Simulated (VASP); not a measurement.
# Ta5W3 (P1) in VASP: relaxation of cell and atoms with PBE

Aim: the relaxation of cell and atoms of Ta5W3 with PBE.

Everything below comes from runs of VASP 6.6.1. Logs are shortened: lines on timing, memory, paths and dates and some standing lists are left out, and cuts for length are marked.

### 1 The cell of the first run

The typed cell holds 16 atoms: a = 6.539 Å, b = 6.539 Å, c = 6.539 Å, α = 90.00°, β = 90.00°, γ = 90.00°.

### 2 Relaxation of cell and atoms, PBE

INCAR reads:

```
PREC = Accurate
ENCUT = 600
EDIFF = 1E-7
ISMEAR = 0
SIGMA = 0.1
LREAL = Auto
LASPH = T
NELM = 80
ALGO = Normal
ISIF = 3
LWAVE = F
LCHARG = F
GGA = PE
IBRION = 2
NSW = 70
EDIFFG = -0.04
ISYM = 0
```

KPOINTS reads:

```
Automatic mesh
0
Gamma
  2 2 2
  0.5 0.5 0.5
```

POSCAR reads:

```
Ta5W3
1.0
    6.5390158400      0.0000000000      0.0000000000
    0.0000000000      6.5390158400      0.0000000000
    0.0000000000      0.0000000000      6.5390158400
Ta W
10 6
Direct
    0.9977210660      0.9961765685      0.9974490453
    0.5078729151      0.0022294064      0.0026952565
    0.9981480938      0.4999647976      0.9980549350
    0.0015547540      0.0036279685      0.5011340033
    0.4974420660      0.4977340630      0.0005818866
    0.4983434041      0.9996180875      0.4949811142
    0.9965596376      0.4996464606      0.5021716854
    0.2507523062      0.2497023364      0.7536053182
    0.5032207813      0.4983185890      0.5004026819
    0.2511307144      0.7541599332      0.7498276599
    0.2552875517      0.2491827827      0.2532574663
    0.7480823201      0.2517392988      0.2475987865
    0.2528182715      0.7425816143      0.2514218568
    0.7495662345      0.7516482829      0.2483971142
    0.7456722324      0.2488096896      0.7451903984
    0.7462507841      0.7497738981      0.7528526244
```

Potentials or basis: VASP PAW PBE potentials, release 64 (Ta_pv, W_sv).

The run is started by

```
> cat potpaw_PBE.64/Ta_pv/POTCAR potpaw_PBE.64/W_sv/POTCAR > POTCAR
> mpirun -np 1 vasp_std > vasp.out
```

OUTCAR:

```text
PREC = Accurate
   ENCUT = 600
   EDIFF = 1E-7
   ISMEAR = 0
   LREAL = Auto
   LASPH = T
   NELM = 80
   ISIF = 3
   GGA = PE
   IBRION = 2
   NSW = 70
   EDIFFG = -0.04
   ISYM = 0

 ion  position               nearest neighbor table
   1  0.998  0.996  0.997-  16 2.80  10 2.81  14 2.81   8 2.83  12 2.85  15 2.86  13 2.88  11 2.89
                             2 3.20   3 3.24   4 3.25   4 3.29   3 3.29   2 3.34
   2  0.508  0.002  0.003-  12 2.77  14 2.79  16 2.80  15 2.80  11 2.83   8 2.85  10 2.86  13 2.88
                             1 3.20   6 3.22   5 3.24   5 3.30   6 3.32   1 3.34
   3  0.998  0.500  0.998-  16 2.82   8 2.82  12 2.82  14 2.83  13 2.83  10 2.85  15 2.86  11 2.88
                             7 3.24   1 3.24   5 3.26   5 3.27   1 3.29   7 3.30
   4  0.002  0.004  0.501-  15 2.81  11 2.82  10 2.82   8 2.82  12 2.85  14 2.86  16 2.87  13 2.88
                             7 3.24   1 3.25   6 3.25   6 3.29   1 3.29   7 3.30
   5  0.497  0.498  0.001-  13 2.80   8 2.80  11 2.81  12 2.81  16 2.83  15 2.84  10 2.85  14 2.85
                             2 3.24   3 3.26   9 3.27   9 3.27   3 3.27   2 3.30
   6  0.498  1.000  0.495-  11 2.77  14 2.82  13 2.82  15 2.82  10 2.82  12 2.83  16 2.85   8 2.86
                             2 3.22   4 3.25   9 3.26   9 3.28   4 3.29   2 3.32
   7  0.997  0.500  0.502-  15 2.81  13 2.83  12 2.84  16 2.84  14 2.84   8 2.85  10 2.86  11 2.86
                             9 3.23   3 3.24   4 3.24   4 3.30   3 3.30   9 3.31
   8  0.251  0.250  0.754-   5 2.80   3 2.82   4 2.82   1 2.83   2 2.85   9 2.85   7 2.85   6 2.86
                            15 3.24  10 3.24  11 3.27  11 3.27  10 3.30  15 3.30
   9  0.503  0.498  0.500-  15 2.78  13 2.81  11 2.81  12 2.81  16 2.82  14 2.84   8 2.85  10 2.86
                             7 3.23   6 3.26   5 3.27   5 3.27   6 3.28   7 3.31
  10  0.251  0.754  0.750-   1 2.81   6 2.82   4 2.82   5 2.85   3 2.85   7 2.86   9 2.86   2 2.86
                            16 3.24   8 3.24  13 3.26  13 3.28   8 3.30  16 3.30
  11  0.255  0.249  0.253-   6 2.77   5 2.81   9 2.81   4 2.82   2 2.83   7 2.86   3 2.88   1 2.89
                            12 3.22  13 3.23   8 3.27   8 3.27  13 3.31  12 3.32
  12  0.748  0.252  0.248-   2 2.77   5 2.81   9 2.81   3 2.82   6 2.83   7 2.84   4 2.85   1 2.85
                            11 3.22  15 3.25  14 3.27  14 3.27  15 3.29  11 3.32
  13  0.253  0.743  0.251-   5 2.80   9 2.81   6 2.82   7 2.83   3 2.83   4 2.88   1 2.88   2 2.88
                            11 3.23  14 3.25  10 3.26  10 3.28  14 3.29  11 3.31
  14  0.750  0.752  0.248-   2 2.79   1 2.81   6 2.82   3 2.83   9 2.84   7 2.84   5 2.85   4 2.86
                            16 3.24  13 3.25  12 3.27  12 3.27  13 3.29  16 3.30
  15  0.746  0.249  0.745-   9 2.78   2 2.80   7 2.81   4 2.81   6 2.82   5 2.84   3 2.86   1 2.86
                             8 3.24  12 3.25  16 3.26  16 3.28  12 3.29   8 3.30
  16  0.746  0.750  0.753-   2 2.80   1 2.80   3 2.82   9 2.82   5 2.83   7 2.84   6 2.85   4 2.87
                            10 3.24  14 3.24  15 3.26  15 3.28  14 3.30  10 3.30

IMPORTANT INFORMATION: All symmetrisations will be switched off!
NOSYMM: (Re-)initialisation of all symmetry stuff for point group C_1.

----------------------------------------------------------------------------------------

                                     Primitive cell

  volume of cell :     279.6000

  direct lattice vectors                    reciprocal lattice vectors
     6.539015840  0.000000000  0.000000000     0.152928212  0.000000000  0.000000000
     0.000000000  6.539015840  0.000000000     0.000000000  0.152928212  0.000000000
     0.000000000  0.000000000  6.539015840     0.000000000  0.000000000  0.152928212

  length of vectors
     6.539015840  6.539015840  6.539015840     0.152928212  0.152928212  0.152928212

  position of ions in fractional coordinates (direct lattice)
     0.997721066  0.996176568  0.997449045
     0.507872915  0.002229406  0.002695256
     0.998148094  0.499964798  0.998054935
     0.001554754  0.003627968  0.501134003
     0.497442066  0.497734063  0.000581887
     0.498343404  0.999618087  0.494981114
[... 8 lines left out ...]
     0.745672232  0.248809690  0.745190398
     0.746250784  0.749773898  0.752852624

  ion indices of the primitive-cell ions
   primitive index   ion index
                 1           1
                 2           2
                 3           3
                 4           4
                 5           5
                 6           6
[... 8 lines left out ...]
                15          15
                16          16

----------------------------------------------------------------------------------------

 KPOINTS: Automatic mesh

Automatic generation of k-mesh.
 Grid dimensions read from file:
[... 22 lines left out ...]
  0.250000  0.250000  0.250000      2.000000
 -0.250000  0.250000  0.250000      2.000000
 -0.250000 -0.250000  0.250000      2.000000
  0.250000 -0.250000  0.250000      2.000000
   k-points           NKPTS =      4   k-points in BZ     NKDIM =      4   number of bands    NBANDS=    116
   number of dos      NEDOS =    301   number of ions     NIONS =     16
   total plane-waves  NPLWV = 157464
   dimension x,y,z NGX =    54 NGY =   54 NGZ =   54
   dimension x,y,z NGXF=   108 NGYF=  108 NGZF=  108
   ions per type =              10   6
   NGX,Y,Z   is equivalent  to a cutoff of  13.73, 13.73, 13.73 a.u.
   NGXF,Y,Z  is equivalent  to a cutoff of  27.46, 27.46, 27.46 a.u.
 SYSTEM =  unknown system
   PREC   = accura    normal or accurate (medium, high low for compatibility)
   ISTART =      0    job   : 0-new  1-cont  2-samecut
   ICHARG =      2    charge: 1-file 2-atom 10-const
   ISPIN  =      1    spin polarized calculation?
   LNONCOLLINEAR =      F non collinear calculations
   LSORBIT =      F    spin-orbit coupling
   LASPH  =      T    aspherical Exc in radial PAW
   ENCUT  =  600.0 eV  44.10 Ry    6.64 a.u.  13.06 13.06 13.06*2*pi/ulx,y,z
   NELM   =     80;   NELMIN=  2; NELMDL= -5     # of ELM steps
   EDIFF  = 0.1E-06   stopping-criterion for ELM
   LREAL  =      T    real-space projection
   EDIFFG = -.4E-01   stopping-criterion for IOM
   NSW    =     70    number of steps for IOM
   IBRION =      2    ionic relax: 0-MD 1-quasi-New 2-CG
   NFREE  =      1    steps in history (QN), initial steepest desc. (CG)
   ISIF   =      3    stress and relaxation
   ISYM   =      0    0-nonsym 1-usesym 2-fastsym
   POTIM  = 0.5000    time-step for ionic-motion
   TEBEG  =    0.0;   TEEND  =   0.0 temperature during run
   PSTRESS=    0.0 pullay stress
   NELECT =     194.0000    total number of electrons
   NUPDOWN=      -1.0000    fix difference up-down
   EMIN   =  10.00;   EMAX   =-10.00  energy-range for DOS
   EFERMI =   0.00;   METHOD = LEGACY
   ISMEAR =     0;   SIGMA  =   0.10  broadening in eV -4-tet -1-fermi 0-gaus
   EFERMI_NEDOS =   21; number of points for ismear=-14 and -15
   IALGO  =     38    algorithm
   IMIX   =      4    mixing-type and parameters
     AMIX     =   0.40;   BMIX     =  1.00
     AMIX_MAG =   1.60;   BMIX_MAG =  1.00
  volume/ion in A,a.u.               =      17.48       117.93
  Fermi-wavevector in a.u.,A,eV,Ry     =   1.449316  2.738810 28.579258  2.100516
  Thomas-Fermi vector in A             =   2.567056
   LORBIT       =      0    0 simple, 1 ext, 2 COOP (PROOUT), +10 PAW based schemes
   GGA     = PE    functional components
   LHFCALC =     F    Hartree Fock is set to
   AEXX    =    0.0000 exact exchange contribution
   IVDW    =     0    specifies the selected vdW correction
   LEPSILON=     F    determine dielectric tensor
   LRPA    =     F    only Hartree local field effects (RPA)
 conjugate gradient relaxation of ions
 non-spin polarized calculation
 Gauss-broadening in eV      SIGMA  =   0.10
  energy-cutoff  :      600.00
  volume of cell :      279.60
 maximum number of plane-waves:      9309
 NGX is ok and might be reduce to    54
   NGX = 27   NGY = 27   NGZ = 27

--------------------------------------- Ionic step        1  -------------------------------------------

 number of electron     194.0000006 magnetization

 Free energy of the ion-electron system (eV)
  ---------------------------------------------------
  ext. energy  EPLUGINS =         0.00000000
  ---------------------------------------------------
  free energy    TOTEN  =      -194.77993627 eV

  energy without entropy =     -194.59519120  energy(sigma->0) =     -194.68756373

------------------------ aborting loop because EDIFF is reached ----------------------------------------

  FORCE on cell =-STRESS in cart. coord.  units (eV):
  Direction    XX          YY          ZZ          XY          YZ          ZX
  --------------------------------------------------------------------------------------
  -------------------------------------------------------------------------------------
  Total        4.1185284      4.0356940      4.0574768     -0.4893364     -0.1251052     -0.3964874
  in kB       23.6001888     23.1255270     23.2503479     -2.8040188     -0.7168837     -2.2719710
  external PRESSURE =      23.3253546 kB  Pullay stress =       0.0000000 kB
[... 131 lines left out ...]
  FREE ENERGIE OF THE ION-ELECTRON SYSTEM (eV)
  ---------------------------------------------------
  free  energy   TOTEN  =      -194.9304152158 eV

  energy  without entropy=     -194.7394492478  energy(sigma->0) =     -194.83493223

[... ionic steps 4 to 25 ...]

--------------------------------------- Ionic step       26  -------------------------------------------

 number of electron     194.0000005 magnetization

------------------------ aborting loop because EDIFF is reached ----------------------------------------
[... 95 lines left out ...]
--------------------------------------- Ionic step       28  -------------------------------------------

 number of electron     194.0000004 magnetization

 Free energy of the ion-electron system (eV)
  ---------------------------------------------------
  ext. energy  EPLUGINS =         0.00000000
  ---------------------------------------------------
  free energy    TOTEN  =      -195.21071387 eV

  energy without entropy =     -195.12007742  energy(sigma->0) =     -195.16539564

 E-fermi :   6.9219     XC(G=0): -12.8384

 val. band max:        6.9154503444   @ k =  -0.2500  -0.2500   0.2500
 cond. band min:       6.9494606531   @ k =   0.2500  -0.2500   0.2500
 fundamental gap:      0.0340103086
 Fermi energy:         6.9218792946

 k-point     1 :       0.2500    0.2500    0.2500
  band No.  band energies     occupation
      1     -66.2539      2.00000
      2     -66.2496      2.00000
      3     -66.2352      2.00000
      4     -66.2311      2.00000
      5     -66.1071      2.00000
      6     -66.1034      2.00000
[... 437 lines left out ...]
    108       9.2312      0.00000
    109       9.3073      0.00000
 [bands above 109 left out]

------------------------ aborting loop because EDIFF is reached ----------------------------------------

  FORCE on cell =-STRESS in cart. coord.  units (eV):
  Direction    XX          YY          ZZ          XY          YZ          ZX
  --------------------------------------------------------------------------------------
  -------------------------------------------------------------------------------------
  Total        0.2589755      0.2073342      0.2561014     -0.1012546     -0.0329314      0.0371322
  in kB        1.4698797      1.1767763      1.4535668     -0.5746953     -0.1869104      0.2107529
  external PRESSURE =       1.3667409 kB  Pullay stress =       0.0000000 kB
[... 31 lines left out ...]
  FREE ENERGIE OF THE ION-ELECTRON SYSTEM (eV)
  ---------------------------------------------------
  free  energy   TOTEN  =      -195.2107138699 eV

  energy  without entropy=     -195.1200774176  energy(sigma->0) =     -195.16539564

 reached required accuracy - stopping structural energy minimisation
```

Wall time 69 min (1 thread of Intel Xeon 6975P-C (Granite Rapids), shared host); peak memory 0.5 GiB.

What came out:

```
Free energy                           : -195.2107 eV
Relaxed volume                        : 17.64 Å³/atom
Relaxed cell                          : a = 6.559 Å, b = 6.561 Å, c = 6.563 Å, α = 88.82°, β = 89.18°, γ = 90.88°
Space group after relaxing (to 0.1 Å) : C2/m (No. 12)
Energy gained by relaxing             : 26.9 meV/atom
Ionic steps                           : 28
Pressure after relaxing               : 0.1 GPa
Largest force after relaxing          : 0.026 eV/Å
```

Forces in eV/Å, atoms in the order of the input:
```
Ta  -0.001 -0.004  0.003
Ta  -0.014 -0.012 -0.004
Ta  -0.008  0.002  0.006
Ta   0.019  0.012 -0.009
Ta   0.008 -0.003  0.005
Ta  -0.008  0.003  0.000
Ta  -0.004 -0.005  0.002
Ta  -0.015  0.015 -0.006
Ta   0.007  0.003  0.001
Ta   0.024 -0.009  0.003
W    0.002  0.005  0.001
W   -0.010 -0.012 -0.001
W   -0.007  0.003 -0.004
W    0.006  0.005  0.003
W    0.019  0.001  0.003
W   -0.020 -0.003 -0.002
```

Stress tensor (GPa, compression positive):
```
 0.15 -0.06  0.02
-0.06  0.12 -0.02
 0.02 -0.02  0.15
```

Step by step:
| step | energy change (eV) | largest force (eV/Å) | pressure (GPa) | volume (Å³) |
| --- | --- | --- | --- | --- |
| 1 | 0.0000 | 0.9565 | 2.33 | 279.60 |
| 2 | -0.0986 | 0.3118 | -5.68 | 290.02 |
| 3 | -0.1505 | 0.5266 | -2.88 | 286.12 |
| 4 | -0.2463 | 0.3169 | 0.61 | 281.90 |
| 5 | -0.2543 | 0.1749 | -0.18 | 282.79 |
| 6 | -0.2632 | 0.1818 | 0.25 | 282.19 |
| 7 | -0.2696 | 0.2277 | 1.19 | 280.95 |
| 8 | -0.2725 | 0.2367 | 1.06 | 281.10 |
| 9 | -0.2797 | 0.2614 | 0.66 | 281.56 |
| 10 | -0.2852 | 0.2936 | -0.10 | 282.49 |
| 11 | -0.2921 | 0.3062 | -0.21 | 282.62 |
| 12 | -0.3112 | 0.3295 | -0.50 | 283.02 |
| 13 | -0.3326 | 0.3641 | -1.04 | 283.80 |
| 14 | -0.3457 | 0.3654 | -0.55 | 283.20 |
| 15 | -0.3597 | 0.3562 | 0.67 | 281.78 |
| 16 | -0.3762 | 0.3096 | 0.46 | 282.04 |
| 17 | -0.3984 | 0.2587 | -0.03 | 282.70 |
| 18 | -0.3988 | 0.2691 | -0.10 | 282.81 |
| 19 | -0.4106 | 0.2056 | -0.04 | 282.67 |
| 20 | -0.4244 | 0.1111 | 0.15 | 282.32 |
| 21 | -0.4245 | 0.1143 | 0.16 | 282.30 |
| 22 | -0.4273 | 0.0796 | -0.17 | 282.69 |
| 23 | -0.4281 | 0.0634 | -0.54 | 283.13 |
| 24 | -0.4294 | 0.0618 | -0.32 | 282.85 |
| 25 | -0.4300 | 0.0634 | 0.00 | 282.45 |
| 26 | -0.4300 | 0.0630 | -0.05 | 282.51 |
| 27 | -0.4303 | 0.0528 | -0.01 | 282.45 |
| 28 | -0.4308 | 0.0258 | 0.14 | 282.28 |

Final structure:
```
CELL_PARAMETERS angstrom
6.55883 -0.05137 0.04636
-0.04949 6.56002 0.06653
0.04807 0.06914 6.56222
ATOMIC_POSITIONS crystal
Ta 0.99194 0.99895 0.00749
Ta 0.50594 0.99918 0.00609
Ta 0.99637 0.50008 0.00312
Ta 0.99397 0.00011 0.49414
Ta 0.50541 0.49975 0.00496
Ta 0.50829 0.00047 0.49251
Ta 0.99455 0.49977 0.49479
Ta 0.23883 0.22981 0.76311
Ta 0.50368 0.49916 0.49673
Ta 0.26108 0.76946 0.73685
W 0.25471 0.25731 0.23876
W 0.74547 0.24828 0.25477
W 0.24545 0.74194 0.26124
W 0.75462 0.75120 0.24514
W 0.75905 0.25657 0.74483
W 0.74108 0.74288 0.75510
```

Caveat: the k points lie up to 0.48 Å⁻¹ apart in the final cell; spin-orbit coupling is left out, which moves the levels of the heavy elements.
